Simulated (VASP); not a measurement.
# Bi2Te3 (R-3m) in VASP: further runs

The runs below take Bi2Te3 through electric field gradients, with PBE.

Program: VASP 6.6.1. These are calculated values, not measurements. Logs are shortened: lines on timing, memory, paths and dates and some standing lists are left out, and cuts for length are marked.

## (1) The cell of the first run

The structure is trigonal, space group R-3m (No. 166). The conventional cell has a = 4.474 Å, b = 4.474 Å, c = 30.497 Å, α = 90.00°, β = 90.00°, γ = 120.00°. Within 4.1 Å of Bi (site symmetry 3m) lie 6 Te at 3.12 to 3.29 Å. Within 4.3 Å of Te (site symmetry -3m) lie 6 Bi at 3.29 Å. Within 4.1 Å of Te (site symmetry 3m) lie 3 Bi at 3.12 Å and 3 Te at 3.67 Å.

## (2) Electric field gradients, PBE (equal xx and yy strain of +2 %)

INCAR

```
PREC = Accurate
ENCUT = 520
EDIFF = 1E-8
ISMEAR = -1
SIGMA = 0.08
LREAL = False
LASPH = True
NELM = 100
ALGO = Normal
ISIF = 2
LWAVE = False
LCHARG = False
GGA = PE
LEFG = True
NBANDS = 32
```

KPOINTS

```
Automatic mesh
0
Gamma
  7 7 7
```

POSCAR

```
Bi2Te3
1.0
    2.2368605696      1.2914520519     10.1656700000
   -2.2368605696      1.2914520519     10.1656700000
    0.0000000000     -2.5829041039     10.1656700000
Bi Te
2 3
Direct
    0.4000000000      0.4000000000      0.4000000000
    0.6000000000      0.6000000000      0.6000000000
    0.0000000000      0.0000000000      0.0000000000
    0.2095000000      0.2095000000      0.2095000000
    0.7905000000      0.7905000000      0.7905000000
```

Potentials or basis: VASP PAW PBE potentials, release 64 (Bi_d, Te).

Launch:

```bash
$ cat potpaw_PBE.64/Bi_d/POTCAR potpaw_PBE.64/Te/POTCAR > POTCAR
$ mpirun -np 1 vasp_std > vasp.out
```

OUTCAR:

```text
PREC = Accurate
   ENCUT = 520
   EDIFF = 1E-8
   ISMEAR = -1
   LREAL = False
   LASPH = True
   NELM = 100
   ISIF = 2
   GGA = PE

 ion  position               nearest neighbor table
   1  0.400  0.400  0.400-   5 3.12   5 3.12   5 3.12   3 3.29   3 3.29   3 3.29
   2  0.600  0.600  0.600-   4 3.12   4 3.12   4 3.12   3 3.29   3 3.29   3 3.29
   3  0.000  0.000  0.000-   2 3.29   1 3.29   2 3.29   2 3.29   1 3.29   1 3.29
   4  0.209  0.209  0.209-   2 3.12   2 3.12   2 3.12   5 3.67   5 3.67   5 3.67
   5  0.791  0.791  0.791-   1 3.12   1 3.12   1 3.12   4 3.67   4 3.67   4 3.67

  LATTYP: Found a trigonal (rhomboedric) cell.
 ALAT       =    10.4886719922
 COS(alpha) =     0.9090365727

  Lattice vectors:

 A1 = (   2.2368605696,   1.2914520519,  10.1656700000)
 A2 = (  -2.2368605696,   1.2914520519,  10.1656700000)
 A3 = (   0.0000000000,  -2.5829041039,  10.1656700000)

Analysis of symmetry for initial positions (statically):
=====================================================================
 Subroutine PRICEL returns:
 Original cell was already a primitive cell.

 Routine SETGRP: Setting up the symmetry group for a
 trigonal (rhombohedral) supercell.

 Subroutine GETGRP returns: Found 12 space group operations
 (whereof 12 operations were pure point group operations)
 out of a pool of 12 trial point group operations.

The static configuration has the point symmetry D_3d.

Analysis of symmetry for dynamics (positions and initial velocities):
=====================================================================
 Subroutine PRICEL returns:
 Original cell was already a primitive cell.

 Routine SETGRP: Setting up the symmetry group for a
 trigonal (rhombohedral) supercell.

 Subroutine GETGRP returns: Found 12 space group operations
 (whereof 12 operations were pure point group operations)
 out of a pool of 12 trial point group operations.

The dynamic configuration has the point symmetry D_3d.

 Subroutine INISYM returns: Found 12 space group operations
 (whereof 12 operations are pure point group operations),
 and found     1 'primitive' translations

----------------------------------------------------------------------------------------

                                     Primitive cell

  volume of cell :     176.1994

  direct lattice vectors                    reciprocal lattice vectors
     2.236860570  1.291452052 10.165670000     0.223527567  0.129053701  0.032790100
    -2.236860570  1.291452052 10.165670000    -0.223527567  0.129053701  0.032790100
     0.000000000 -2.582904104 10.165670000     0.000000000 -0.258107402  0.032790100

  length of vectors
    10.488671992 10.488671992 10.488671992     0.260181901  0.260181901  0.260181901

  position of ions in fractional coordinates (direct lattice)
     0.400000000  0.400000000  0.400000000
     0.600000000  0.600000000  0.600000000
     0.000000000  0.000000000  0.000000000
     0.209500000  0.209500000  0.209500000
     0.790500000  0.790500000  0.790500000

  ion indices of the primitive-cell ions
   primitive index   ion index
                 1           1
                 2           2
                 3           3
                 4           4
                 5           5

----------------------------------------------------------------------------------------

 KPOINTS: Automatic mesh

Automatic generation of k-mesh.
 Grid dimensions read from file:
 generate k-points for:    7    7    7

 Generating k-lattice:

  Cartesian coordinates                     Fractional coordinates (reciprocal lattice)
     0.031932510  0.018436243  0.004684300     0.142857143  0.000000000  0.000000000
    -0.031932510  0.018436243  0.004684300     0.000000000  0.142857143  0.000000000
     0.000000000 -0.036872486  0.004684300    -0.000000000 -0.000000000  0.142857143

  Length of vectors
     0.037168843  0.037168843  0.037168843

  Shift w.r.t. Gamma in fractional coordinates (k-lattice)
     0.000000000  0.000000000  0.000000000

 Subroutine IBZKPT returns following result:
 ===========================================

 Found     44 irreducible k-points:

 Following reciprocal coordinates:
            Coordinates               Weight
  0.000000  0.000000  0.000000      1.000000
  0.142857  0.000000  0.000000      6.000000
  0.285714  0.000000  0.000000      6.000000
  0.428571 -0.000000  0.000000      6.000000
  0.142857  0.142857  0.000000      6.000000
  0.285714  0.142857  0.000000     12.000000
[... 16 lines left out ...]
  0.285714  0.285714  0.142857      6.000000
  0.428571  0.285714  0.142857     12.000000
 [... further k-points ...]
   k-points           NKPTS =     44   k-points in BZ     NKDIM =     44   number of bands    NBANDS=     32
   number of dos      NEDOS =    301   number of ions     NIONS =      5
   total plane-waves  NPLWV = 512000
   dimension x,y,z NGX =    80 NGY =   80 NGZ =   80
   dimension x,y,z NGXF=   160 NGYF=  160 NGZF=  160
   ions per type =               2   3
   NGX,Y,Z   is equivalent  to a cutoff of  12.68, 12.68, 12.68 a.u.
   NGXF,Y,Z  is equivalent  to a cutoff of  25.36, 25.36, 25.36 a.u.
 SYSTEM =  unknown system
   PREC   = accura    normal or accurate (medium, high low for compatibility)
   ISTART =      0    job   : 0-new  1-cont  2-samecut
   ICHARG =      2    charge: 1-file 2-atom 10-const
   ISPIN  =      1    spin polarized calculation?
   LNONCOLLINEAR =      F non collinear calculations
   LSORBIT =      F    spin-orbit coupling
   LASPH  =      T    aspherical Exc in radial PAW
   ENCUT  =  520.0 eV  38.22 Ry    6.18 a.u.  19.50 19.50 19.50*2*pi/ulx,y,z
   NELM   =    100;   NELMIN=  2; NELMDL= -5     # of ELM steps
   EDIFF  = 0.1E-07   stopping-criterion for ELM
   LREAL  =      F    real-space projection
   EDIFFG = 0.1E-06   stopping-criterion for IOM
   NSW    =      0    number of steps for IOM
   IBRION =     -1    ionic relax: 0-MD 1-quasi-New 2-CG
   NFREE  =      0    steps in history (QN), initial steepest desc. (CG)
   ISIF   =      2    stress and relaxation
   ISYM   =      2    0-nonsym 1-usesym 2-fastsym
   POTIM  = 0.5000    time-step for ionic-motion
   TEBEG  =    0.0;   TEEND  =   0.0 temperature during run
   PSTRESS=    0.0 pullay stress
   NELECT =      48.0000    total number of electrons
   NUPDOWN=      -1.0000    fix difference up-down
   EMIN   =  10.00;   EMAX   =-10.00  energy-range for DOS
   EFERMI =   0.00;   METHOD = LEGACY
   ISMEAR =    -1;   SIGMA  =   0.08  broadening in eV -4-tet -1-fermi 0-gaus
   EFERMI_NEDOS =   21; number of points for ismear=-14 and -15
   IALGO  =     38    algorithm
   IMIX   =      4    mixing-type and parameters
     AMIX     =   0.40;   BMIX     =  1.00
     AMIX_MAG =   1.60;   BMIX_MAG =  1.00
  volume/ion in A,a.u.               =      35.24       237.81
  Fermi-wavevector in a.u.,A,eV,Ry     =   1.061257  2.005484 15.323775  1.126266
  Thomas-Fermi vector in A             =   2.196666
   LORBIT       =      0    0 simple, 1 ext, 2 COOP (PROOUT), +10 PAW based schemes
   GGA     = PE    functional components
   LHFCALC =     F    Hartree Fock is set to
   AEXX    =    0.0000 exact exchange contribution
   IVDW    =     0    specifies the selected vdW correction
   LEPSILON=     F    determine dielectric tensor
   LRPA    =     F    only Hartree local field effects (RPA)
 non-spin polarized calculation
  energy-cutoff  :      520.00
  volume of cell :      176.20
 maximum number of plane-waves:      4783
 NGX is ok and might be reduce to    80
   NGX = 39   NGY = 39   NGZ = 39

 number of electron      48.0000004 magnetization

 Free energy of the ion-electron system (eV)
  ---------------------------------------------------
  ext. energy  EPLUGINS =         0.00000000
  ---------------------------------------------------
  free energy    TOTEN  =       -18.37343198 eV

  energy without entropy =      -18.37165612  energy(sigma->0) =      -18.37254405

 E-fermi :   5.8174     XC(G=0):  -9.1518

 val. band max:        5.6650236348   @ k =   0.0000   0.0000   0.0000
 cond. band min:       5.9106181832   @ k =   0.0000   0.0000   0.0000
 fundamental gap:      0.2455945484
 Fermi energy:         5.8174073234

 k-point     1 :       0.0000    0.0000    0.0000
  band No.  band energies     occupation
      1     -17.4435      2.00000
      2     -17.4435      2.00000
      3     -17.4423      2.00000
      4     -17.4423      2.00000
      5     -17.4393      2.00000
      6     -17.4381      2.00000
[... 24 lines left out ...]
     31      10.6918      0.00000
     32      11.0971      0.00000

 k-point     2 :       0.1429    0.0000    0.0000
  band No.  band energies     occupation
      1     -17.4447      2.00000
      2     -17.4433      2.00000
      3     -17.4418      2.00000
      4     -17.4406      2.00000
      5     -17.4382      2.00000
      6     -17.4373      2.00000
[... 24 lines left out ...]
     31      10.1042      0.00000
     32      10.7339      0.00000

 k-point     3 :       0.2857    0.0000    0.0000
  band No.  band energies     occupation
      1     -17.4479      2.00000
      2     -17.4461      2.00000
      3     -17.4395      2.00000
      4     -17.4389      2.00000
      5     -17.4380      2.00000
      6     -17.4368      2.00000
[... 24 lines left out ...]
     31       9.6509      0.00000
     32      11.2580      0.00000

 k-point     4 :       0.4286   -0.0000    0.0000
  band No.  band energies     occupation
      1     -17.4508      2.00000
      2     -17.4486      2.00000
      3     -17.4401      2.00000
      4     -17.4394      2.00000
      5     -17.4380      2.00000
      6     -17.4371      2.00000
[... 654 lines left out ...]
     31       9.4036      0.00000
     32      11.3541      0.00000

 k-point    23 :       0.2857    0.2857    0.1429
  band No.  band energies     occupation
      1     -17.4447      2.00000
      2     -17.4433      2.00000
      3     -17.4418      2.00000
      4     -17.4407      2.00000
      5     -17.4382      2.00000
      6     -17.4373      2.00000
[... 24 lines left out ...]
     31      10.4015      0.00000
     32      10.6920      0.00000

 k-point    24 :       0.4286    0.2857    0.1429
  band No.  band energies     occupation
      1     -17.4460      2.00000
      2     -17.4447      2.00000
      3     -17.4401      2.00000
      4     -17.4400      2.00000
      5     -17.4373      2.00000
      6     -17.4372      2.00000
[... 24 lines left out ...]
     31      10.2340      0.00000
     32      10.2623      0.00000

 [... further k-points ...]
[... 5 lines left out ...]
  --------------------------------------------------------------------------------------
  -------------------------------------------------------------------------------------
  Total       -0.2073388     -0.2073388      0.1139956      0.0000000     -0.0000000     -0.0000000
  in kB       -1.8853268     -1.8853268      1.0365594      0.0000000     -0.0000000     -0.0000000
  external PRESSURE =      -0.9113647 kB  Pullay stress =       0.0000000 kB

 VOLUME and BASIS-vectors are now :
 -----------------------------------------------------------------------------
  energy-cutoff  :      520.00
  volume of cell :      176.20
      direct lattice vectors                 reciprocal lattice vectors
     2.236860570  1.291452052 10.165670000     0.223527567  0.129053701  0.032790100
    -2.236860570  1.291452052 10.165670000    -0.223527567  0.129053701  0.032790100
     0.000000000 -2.582904104 10.165670000     0.000000000 -0.258107402  0.032790100

 POSITION                                       TOTAL-FORCE (eV/Angst)
 -----------------------------------------------------------------------------------
      0.00000     -0.00000     12.19880         0.000000     -0.000000      0.120310
      0.00000     -0.00000     18.29821         0.000000      0.000000     -0.120310
      0.00000      0.00000      0.00000         0.000000     -0.000000      0.000000
      0.00000     -0.00000      6.38912         0.000000     -0.000000      0.218614
      0.00000     -0.00000     24.10789         0.000000      0.000000     -0.218614
 -----------------------------------------------------------------------------------
    total drift:                               -0.000000     -0.000000     -0.000000

  FREE ENERGIE OF THE ION-ELECTRON SYSTEM (eV)
  ---------------------------------------------------
  free  energy   TOTEN  =       -18.3734319770 eV

  energy  without entropy=      -18.3716561182  energy(sigma->0) =      -18.37254405

 Electric field gradients (V/A^2)
---------------------------------------------------------------------
 ion       V_xx      V_yy      V_zz      V_xy      V_xz      V_yz
---------------------------------------------------------------------
   1      -7.722    -7.722    15.444     0.000     0.000     0.000
   2      -7.722    -7.722    15.444     0.000     0.000     0.000
   3     -38.146   -38.146    76.291    -0.000    -0.000     0.000
   4       0.872     0.872    -1.743    -0.000     0.000     0.000
   5       0.872     0.872    -1.743    -0.000    -0.000     0.000
---------------------------------------------------------------------

 Electric field gradients after diagonalization (V/A^2)
 (convention: |V_zz| > |V_xx| > |V_yy|)
----------------------------------------------------------------------
 ion       V_xx      V_yy      V_zz     asymmetry (V_yy - V_xx)/ V_zz
----------------------------------------------------------------------
   1      -7.722    -7.722    15.444       0.000
   2      -7.722    -7.722    15.444       0.000
   3     -38.146   -38.146    76.291       0.000
   4       0.872     0.872    -1.743       0.000
   5       0.872     0.872    -1.743       0.000
----------------------------------------------------------------------

           NMR quadrupolar parameters

 Cq : quadrupolar parameter    Cq=e*Q*V_zz/h
 eta: asymmetry parameters     (V_yy - V_xx)/ V_zz
 Q  : nuclear electric quadrupole moment in mb (millibarn)
----------------------------------------------------------------------
 ion       Cq(MHz)       eta       Q (mb)
----------------------------------------------------------------------
   1       0.037       0.000       1.000
   2       0.037       0.000       1.000
   3       0.184       0.000       1.000
   4      -0.004       0.000       1.000
   5      -0.004       0.000       1.000
----------------------------------------------------------------------
```

It took 15 min on 1 thread of Intel Xeon Platinum 8488C (Sapphire Rapids), shared host; peak memory 1 GiB.

What came out:

* Free energy: -18.3734 eV
* Pressure: -0.1 GPa
* Largest force: 0.219 eV/Å
* Band gap on the k mesh: 0.25 eV, direct

Forces on the atoms (eV/Å):
```
Bi   0.000  0.000  0.120
Bi   0.000  0.000 -0.120
Te   0.000  0.000  0.000
Te   0.000  0.000  0.219
Te   0.000  0.000 -0.219
```

Stress tensor (GPa, compression positive):
```
-0.19  0.00  0.00
 0.00 -0.19  0.00
 0.00  0.00  0.10
```

Levels at points of the mesh, in eV from the valence-band top:
```tsv
k point	band 22	band 23	band 24	band 25	band 26	band 27
(0.00, 0.00, 0.00)	-0.80	-0.80	0.00	0.25	0.68	0.68
```

Electric field gradients, principal values (V/Å²):
| atom | least | middle | greatest (by size) |
| --- | --- | --- | --- |
| 1 Bi | -7.722 | -7.722 | 15.444 |
| 2 Bi | -7.722 | -7.722 | 15.444 |
| 3 Te | -38.146 | -38.146 | 76.291 |
| 4 Te | 0.872 | 0.872 | -1.743 |
| 5 Te | 0.872 | 0.872 | -1.743 |

Caveat: the cell differs from its parent crystal (equal xx and yy strain of +2 %); without QUAD_EFG the Cq values of the log hold for a quadrupole moment of 1 mb, not for the nuclei; spin-orbit coupling is left out, which moves the levels of the heavy elements.

(Continued in part 2 of 2.)
